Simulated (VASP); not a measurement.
# Pt (Fm-3m) in VASP: further runs

The runs below take Pt through single point, relaxation of cell and atoms, with PBEsol.

Everything below comes from runs of VASP 6.6.1. Logs are shortened: lines on timing, memory, paths and dates and some standing lists are left out, and cuts for length are marked.

### Step 1. The cell of the first run

The structure is cubic, space group Fm-3m (No. 225). The conventional cell has a = 3.919 Å, b = 3.919 Å, c = 3.919 Å, α = 90.00°, β = 90.00°, γ = 90.00°. Within 3.7 Å of Pt (site symmetry m-3m) lie 12 Pt at 2.77 Å.

### Step 2. Single point, PBEsol, non-collinear spin, zero start, spin-orbit coupling

The input, INCAR:

```
PREC = Accurate
ENCUT = 520
EDIFF = 1E-6
ISMEAR = -1
SIGMA = 0.1
LREAL = F
LASPH = T
NELM = 150
ALGO = Normal
ISIF = 2
LWAVE = F
LCHARG = F
MAGMOM = 0 0 0
LORBIT = 11
LSORBIT = T
GGA_COMPAT = F
LORBMOM = T
LMAXMIX = 4
GGA = PS
NBANDS = 21
```

The input, KPOINTS:

```
regular mesh
0
Gamma
  14 14 14
```

The input, POSCAR:

```
Pt
1.0
    0.0000000000      1.9597086662      1.9597086662
    1.9597086662      0.0000000000      1.9597086662
    1.9597086662      1.9597086662      0.0000000000
Pt
1
Direct
    0.0000000000      0.0000000000      0.0000000000
```

Potentials or basis: VASP PAW PBE potentials, release 64 (Pt).

Launch:

```
$ cat potpaw_PBE.64/Pt/POTCAR > POTCAR
$ mpirun -np 1 vasp_ncl > vasp.out
```

OUTCAR:

```text
PREC = Accurate
   ENCUT = 520
   EDIFF = 1E-6
   ISMEAR = -1
   LREAL = F
   LASPH = T
   NELM = 150
   ISIF = 2
   LORBIT = 11
   LSORBIT = T
   GGA = PS

 ion  position               nearest neighbor table
   1  0.000  0.000  0.000-

  LATTYP: Found a face centered cubic cell.
 ALAT       =     3.9194173324

  Lattice vectors:

 A1 = (   0.0000000000,   1.9597086662,   1.9597086662)
 A2 = (   1.9597086662,   0.0000000000,   1.9597086662)
 A3 = (   1.9597086662,   1.9597086662,   0.0000000000)

Analysis of symmetry for initial positions (statically):
=====================================================================
 Subroutine PRICEL returns:
 Original cell was already a primitive cell.

 Routine SETGRP: Setting up the symmetry group for a
 face centered cubic supercell.

 Subroutine GETGRP returns: Found 48 space group operations
 (whereof 48 operations were pure point group operations)
 out of a pool of 48 trial point group operations.

The static configuration has the point symmetry O_h .

Analysis of symmetry for dynamics (positions and initial velocities):
=====================================================================
 Subroutine PRICEL returns:
 Original cell was already a primitive cell.

 Routine SETGRP: Setting up the symmetry group for a
 face centered cubic supercell.

 Subroutine GETGRP returns: Found 48 space group operations
 (whereof 48 operations were pure point group operations)
 out of a pool of 48 trial point group operations.

The dynamic configuration has the point symmetry O_h .

Analysis of structural, dynamic, and magnetic symmetry:
=====================================================================
 Subroutine PRICEL returns:
 Original cell was already a primitive cell.

 Routine SETGRP: Setting up the symmetry group for a
 face centered cubic supercell.

 Subroutine GETGRP returns: Found 48 space group operations
 (whereof 48 operations were pure point group operations)
 out of a pool of 48 trial point group operations.

The overall configuration has the point symmetry O_h .

 Subroutine INISYM returns: Found 48 space group operations
 (whereof 48 operations are pure point group operations),
 and found     1 'primitive' translations

----------------------------------------------------------------------------------------

                                     Primitive cell

  volume of cell :      15.0524

  direct lattice vectors                    reciprocal lattice vectors
     0.000000000  1.959708666  1.959708666    -0.255139965  0.255139965  0.255139965
[... 139 lines left out ...]
 fundamental gap:      0.0352402169
 Fermi energy:        11.1861064195

 k-point     1 :       0.0000    0.0000    0.0000
  band No.  band energies     occupation
      1       0.8182      1.00000
      2       0.8182      1.00000
      3       6.8623      1.00000
      4       6.8623      1.00000
      5       6.8623      1.00000
      6       6.8623      1.00000
[... 565 lines left out ...]
     20      31.4874      0.00000
     21      35.3919      0.00000

 [... further k-points ...]
[... 5 lines left out ...]
  --------------------------------------------------------------------------------------
  -------------------------------------------------------------------------------------
  Total        0.0261865      0.0261865      0.0261865     -0.0000000     -0.0000000     -0.0000000
  in kB        2.7872976      2.7872976      2.7872976     -0.0000000     -0.0000000     -0.0000000
  external PRESSURE =       2.7872976 kB  Pullay stress =       0.0000000 kB

 VOLUME and BASIS-vectors are now :
 -----------------------------------------------------------------------------
  energy-cutoff  :      520.00
  volume of cell :       15.05
      direct lattice vectors                 reciprocal lattice vectors
     0.000000000  1.959708666  1.959708666    -0.255139965  0.255139965  0.255139965
     1.959708666  0.000000000  1.959708666     0.255139965 -0.255139965  0.255139965
     1.959708666  1.959708666  0.000000000     0.255139965  0.255139965 -0.255139965

 POSITION                                       TOTAL-FORCE (eV/Angst)
 -----------------------------------------------------------------------------------
      0.00000      0.00000      0.00000         0.000000      0.000000      0.000000
 -----------------------------------------------------------------------------------
    total drift:                               -0.000000      0.000000     -0.000000

  FREE ENERGIE OF THE ION-ELECTRON SYSTEM (eV)
  ---------------------------------------------------
  free  energy   TOTEN  =        -7.3835746142 eV

  energy  without entropy=       -7.3319248480  energy(sigma->0) =       -7.35774973

 orbital moment (x)

 # of ion     p       d       tot
 ----------------------------------------
  1         0.000  -0.000  -0.000
 ----------------------------------------
            0.000  -0.000  -0.000

 orbital moment (y)

 # of ion     p       d       tot
 ----------------------------------------
  1         0.000  -0.000  -0.000
 ----------------------------------------
            0.000  -0.000  -0.000

 orbital moment (z)

 # of ion     p       d       tot
 ----------------------------------------
  1         0.000   0.000   0.000
 ----------------------------------------
            0.000   0.000   0.000

 Spin-Orbit-Coupling matrix elements

 Ion:    1  E_soc:     -0.7717001
 l=   1
     0.0000000    -0.0336963    -0.0336963
    -0.0336963     0.0000000    -0.0336963
    -0.0336963    -0.0336963     0.0000000
 l=   2
     0.0000000    -0.0167660     0.0000000    -0.0167660    -0.0781543
    -0.0167660     0.0000000    -0.0586157    -0.0167660    -0.0195386
     0.0000000    -0.0586157     0.0000000    -0.0586157     0.0000000
    -0.0167660    -0.0167660    -0.0586157     0.0000000    -0.0195386
    -0.0781543    -0.0195386     0.0000000    -0.0195386     0.0000000
 l=   3
     0.0000000     0.0000000     0.0000000     0.0000000     0.0000000     0.0000000     0.0000000
     0.0000000     0.0000000     0.0000000     0.0000000     0.0000000     0.0000000     0.0000000
     0.0000000     0.0000000     0.0000000     0.0000000     0.0000000     0.0000000     0.0000000
     0.0000000     0.0000000     0.0000000     0.0000000     0.0000000     0.0000000     0.0000000
     0.0000000     0.0000000     0.0000000     0.0000000     0.0000000     0.0000000     0.0000000
     0.0000000     0.0000000     0.0000000     0.0000000     0.0000000     0.0000000     0.0000000
     0.0000000     0.0000000     0.0000000     0.0000000     0.0000000     0.0000000     0.0000000

 total charge

# of ion       s       p       d       tot
------------------------------------------
    1        0.637   0.635   8.018   9.291

 magnetization (x)

# of ion       s       p       d       tot
------------------------------------------
    1       -0.000   0.000   0.000   0.000

 magnetization (y)

# of ion       s       p       d       tot
------------------------------------------
    1       -0.000   0.000   0.000   0.000

 magnetization (z)

# of ion       s       p       d       tot
------------------------------------------
    1       -0.000   0.000   0.000   0.000
```

stdout:

```text
POSCAR found type information on POSCAR Pt
 POSCAR found :  1 types and       1 ions
 scaLAPACK will be used
 -----------------------------------------------------------------------------
|                                                                             |
|                                                                             |
|     You enforced a specific xc type in the INCAR file but a different       |
|     I HOPE YOU KNOW WHAT YOU ARE DOING!                                     |
|                                                                             |
 -----------------------------------------------------------------------------

 LDA part: xc-table for (Slater+PW92), standard interpolation
 POSCAR, INCAR and KPOINTS ok, starting setup
 FFT: planning ... GRIDC
 FFT: planning ... GRID_SOFT
 FFT: planning ... GRID
 WAVECAR not read
 entering main loop
```

Wall time 33 s (1 thread of Intel Xeon 6975P-C (Granite Rapids), shared host); peak memory 0.22 GiB.

Results:

| Item | Value |
| --- | --- |
| Free energy | -7.3836 eV |
| Pressure | 0.3 GPa |
| Net moment | 0.00 μB per cell |
| Valence electrons inside the program's atomic spheres | Pt 9.29 |

Moments on the atoms (μB; x, y, z):
```
Pt  0.00 0.00 0.00
```

Caveat: the PAW data sets were made with another functional, which shifts forces and pressure a little.

### Step 3. Relaxation of cell and atoms, PBEsol

This run uses another cell than the first one, of 15.09 Å³/atom, 1.003 times its volume.

The input, INCAR:

```
SYSTEM = Pt
PREC     = Accurate       ! precision mode
ENCUT    = 600            ! plane-wave cutoff, eV
EDIFF    = 1E-6           ! SCF threshold, eV
ISMEAR   = -1             ! smearing method
SIGMA    = 0.1            ! smearing width, eV
LREAL    = .False.        ! projectors in reciprocal space
LASPH    = .True.         ! aspherical terms in the spheres
NELM     = 100            ! most SCF steps
ALGO     = Normal         ! electronic algorithm
ISIF     = 3              ! what is computed and relaxed
LWAVE    = .False.        ! write WAVECAR
LCHARG   = .False.        ! write CHGCAR
GGA      = PS             ! functional
IBRION   = 2              ! ionic algorithm
NSW      = 80             ! ionic steps
EDIFFG   = -0.01          ! ionic threshold
```

The input, KPOINTS:

```
regular mesh
0
Gamma
  14 14 14
  0 0 0
```

The input, POSCAR:

```
Pt
1.0
    0.0000000000      1.9615500000      1.9615500000
    1.9615500000      0.0000000000      1.9615500000
    1.9615500000      1.9615500000      0.0000000000
Pt
1
Direct
    0.0000000000      0.0000000000      0.0000000000
```

Potentials or basis: VASP PAW PBE potentials, release 64 (Pt).

Launch:

```
$ cat potpaw_PBE.64/Pt/POTCAR > POTCAR
$ mpirun -np 1 vasp_std > vasp.out
```

OUTCAR:

```text
SYSTEM = Pt
   PREC = Accurate
   ENCUT = 600
   EDIFF = 1E-6
   ISMEAR = -1
   LREAL = .False.
   LASPH = .True.
   NELM = 100
   ISIF = 3
   GGA = PS
   IBRION = 2
   NSW = 80
   EDIFFG = -0.01

 ion  position               nearest neighbor table
   1  0.000  0.000  0.000-

  LATTYP: Found a face centered cubic cell.
 ALAT       =     3.9231000000

  Lattice vectors:

 A1 = (   0.0000000000,   1.9615500000,   1.9615500000)
 A2 = (   1.9615500000,   0.0000000000,   1.9615500000)
 A3 = (   1.9615500000,   1.9615500000,   0.0000000000)

Analysis of symmetry for initial positions (statically):
=====================================================================
 Subroutine PRICEL returns:
 Original cell was already a primitive cell.

 Routine SETGRP: Setting up the symmetry group for a
 face centered cubic supercell.

 Subroutine GETGRP returns: Found 48 space group operations
 (whereof 48 operations were pure point group operations)
 out of a pool of 48 trial point group operations.

The static configuration has the point symmetry O_h .

Analysis of symmetry for dynamics (positions and initial velocities):
=====================================================================
 Subroutine PRICEL returns:
 Original cell was already a primitive cell.

 Routine SETGRP: Setting up the symmetry group for a
 face centered cubic supercell.

 Subroutine GETGRP returns: Found 48 space group operations
 (whereof 48 operations were pure point group operations)
 out of a pool of 48 trial point group operations.

The dynamic configuration has the point symmetry O_h .

 Subroutine INISYM returns: Found 48 space group operations
 (whereof 48 operations are pure point group operations),
 and found     1 'primitive' translations
[... 118 lines left out ...]
   GGA     = PS    functional components
   LHFCALC =     F    Hartree Fock is set to
   AEXX    =    0.0000 exact exchange contribution
   IVDW    =     0    specifies the selected vdW correction
   LEPSILON=     F    determine dielectric tensor
   LRPA    =     F    only Hartree local field effects (RPA)
 conjugate gradient relaxation of ions
 non-spin polarized calculation
  energy-cutoff  :      600.00
  volume of cell :       15.09
 maximum number of plane-waves:       531
 NGX is ok and might be reduce to    24
   NGX = 11   NGY = 11   NGZ = 11

--------------------------------------- Ionic step        1  -------------------------------------------

 number of electron      10.0000000 magnetization

 Free energy of the ion-electron system (eV)
  ---------------------------------------------------
  ext. energy  EPLUGINS =         0.00000000
  ---------------------------------------------------
  free energy    TOTEN  =        -6.99789615 eV

  energy without entropy =       -6.94589682  energy(sigma->0) =       -6.97189649

------------------------ aborting loop because EDIFF is reached ----------------------------------------

  FORCE on cell =-STRESS in cart. coord.  units (eV):
  Direction    XX          YY          ZZ          XY          YZ          ZX
  --------------------------------------------------------------------------------------
  -------------------------------------------------------------------------------------
  Total       -0.1062915     -0.1062915     -0.1062915      0.0000000      0.0000000      0.0000000
  in kB      -11.2818712    -11.2818712    -11.2818712      0.0000000      0.0000000      0.0000000
  external PRESSURE =     -11.2818712 kB  Pullay stress =       0.0000000 kB
[... 57 lines left out ...]
--------------------------------------- Ionic step        3  -------------------------------------------

 number of electron      10.0000000 magnetization

 Free energy of the ion-electron system (eV)
  ---------------------------------------------------
  ext. energy  EPLUGINS =         0.00000000
  ---------------------------------------------------
  free energy    TOTEN  =        -6.99811109 eV

  energy without entropy =       -6.94640951  energy(sigma->0) =       -6.97226030

 E-fermi :  11.1612     XC(G=0): -13.6458

 val. band max:       11.1326276412   @ k =   0.5000   0.3571   0.0714
 cond. band min:      11.1629613200   @ k =   0.4286   0.1429   0.0000
 fundamental gap:      0.0303336788
 Fermi energy:        11.1611588582

 k-point     1 :       0.0000    0.0000    0.0000
  band No.  band energies     occupation
      1       0.8249      2.00000
      2       7.3330      2.00000
      3       7.3330      2.00000
      4       7.3330      2.00000
      5       9.5235      2.00000
      6       9.5235      2.00000
      7      25.7707      0.00000
      8      30.7462      0.00000
      9      30.7462      0.00000
[... 265 lines left out ...]
 k-point    24 :       0.2857    0.1429    0.0000
  band No.  band energies     occupation
      1       3.3717      2.00000
      2       6.2523      2.00000
      3       7.6841      2.00000
      4       8.2678      2.00000
      5       9.4006      2.00000
      6      10.2967      1.99965
      7      25.3672      0.00000
      8      28.4805      0.00000
      9      30.0519      0.00000

 [... further k-points ...]
[... 5 lines left out ...]
  --------------------------------------------------------------------------------------
  -------------------------------------------------------------------------------------
  Total        0.0006006      0.0006006      0.0006006      0.0000000     -0.0000000     -0.0000000
  in kB        0.0639985      0.0639985      0.0639985      0.0000000     -0.0000000     -0.0000000
  external PRESSURE =       0.0639985 kB  Pullay stress =       0.0000000 kB
[... 16 lines left out ...]
  FREE ENERGIE OF THE ION-ELECTRON SYSTEM (eV)
  ---------------------------------------------------
  free  energy   TOTEN  =        -6.9981110918 eV

  energy  without entropy=       -6.9464095122  energy(sigma->0) =       -6.97226030

 reached required accuracy - stopping structural energy minimisation
```

Wall time 38 s (1 thread of Intel Xeon 8259CL, shared host); peak memory 0.16 GiB.

Results:

```
Free energy                            : -6.9981 eV
Relaxed volume                         : 15.03 Å³/atom
Relaxed cell                           : a = 2.770 Å, b = 2.770 Å, c = 2.770 Å, α = 60.00°, β = 60.00°, γ = 60.00°
Space group after relaxing (to 0.05 Å) : Fm-3m (No. 225)
Energy gained by relaxing              : 0.2 meV/atom
Ionic steps                            : 3
Pressure after relaxing                : 0.0 GPa
Band gap on the k mesh                 : zero (band 5 reaches 11.66 eV, above the bottom of band 6 at 9.41 eV)
```

The path:
| step | energy change (eV) | largest force (eV/Å) | pressure (GPa) | volume (Å³) |
| --- | --- | --- | --- | --- |
| 1 | 0.0000 | 0.0000 | -1.13 | 15.09 |
| 2 | 0.0016 | 0.0000 | 3.42 | 14.86 |
| 3 | -0.0002 | 0.0000 | 0.01 | 15.03 |

Final structure:
```yaml
crystal:
  lattice:
    - [0.00000, 1.95894, 1.95894]
    - [1.95894, 0.00000, 1.95894]
    - [1.95894, 1.95894, 0.00000]
  atoms:
    - { symbol: Pt, position: [0.00000, 0.00000, 0.00000] }
```

Caveat: the PAW data sets were made with another functional, which shifts forces and pressure a little; spin-orbit coupling is left out, which moves the levels of the heavy elements.
